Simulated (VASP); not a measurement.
Here is a VASP 6.6.1 calculation.

POSCAR

```
Cs
1.0
    8.9603535359      0.0000000000      0.0000000000
   -4.4801767680      7.7598937890      0.0000000000
    0.0000000000      0.0000000000      5.3548227239
Cs
3
Direct
    1.0000000000      1.0000000000      0.0000000000
    0.3333333333      0.6666666667      0.5000000000
    0.6666666667      0.3333333333      0.5000000000
```

INCAR.step1

```
PREC     = Accurate       # precision mode
ENCUT    = 520            # plane-wave cutoff, eV
ISMEAR   = -1             # smearing method
SIGMA    = 0.1            # smearing width, eV
LREAL    = False          # projectors in reciprocal space
LASPH    = True           # aspherical terms in the spheres
NELM     = 100            # most SCF steps
NBANDS   = 20             # bands
GGA      = PE             # functional
ALGO     = Normal         # electronic algorithm
EDIFF    = 1E-4           # SCF threshold, eV
LWAVE    = True           # write WAVECAR
LCHARG   = False          # write CHGCAR
```

Contents of INCAR.step2:

```
PREC     = Accurate       # precision mode
ENCUT    = 520            # plane-wave cutoff, eV
EDIFF    = 1E-6           # SCF threshold, eV
ISMEAR   = -1             # smearing method
SIGMA    = 0.1            # smearing width, eV
LREAL    = False          # projectors in reciprocal space
LASPH    = True           # aspherical terms in the spheres
NELM     = 100            # most SCF steps
ALGO     = Normal         # electronic algorithm
ISIF     = 2              # what is computed and relaxed
LWAVE    = False          # write WAVECAR
LCHARG   = True           # write CHGCAR
METAGGA  = R2SCAN         # meta-GGA
LMIXTAU  = True         
LELF     = True           # ELF
LVHAR    = True         
NBANDS   = 20             # bands
ISTART   = 1
```

Contents of KPOINTS:

```
regular mesh
0
Gamma
  5 5 7
```

Potentials or basis: VASP PAW PBE potentials, release 64 (Cs_sv).

Launch:

```bash
$ cat potpaw_PBE.64/Cs_sv/POTCAR > POTCAR
$ cp INCAR.step1 INCAR
$ mpirun -np 1 vasp_std > vasp.out
$ cp INCAR.step2 INCAR
$ mpirun -np 1 vasp_std > vasp.out
```

Q: Predict the pressure.

A: 0.0 GPa.

Q: What does it give for the band gap on the k mesh?

A: Zero (an odd number of electrons rules out a gap without spin polarisation).

Caveat: the PAW data sets were made with another functional, which shifts forces and pressure a little; spin-orbit coupling is left out, which moves the levels of the heavy elements.
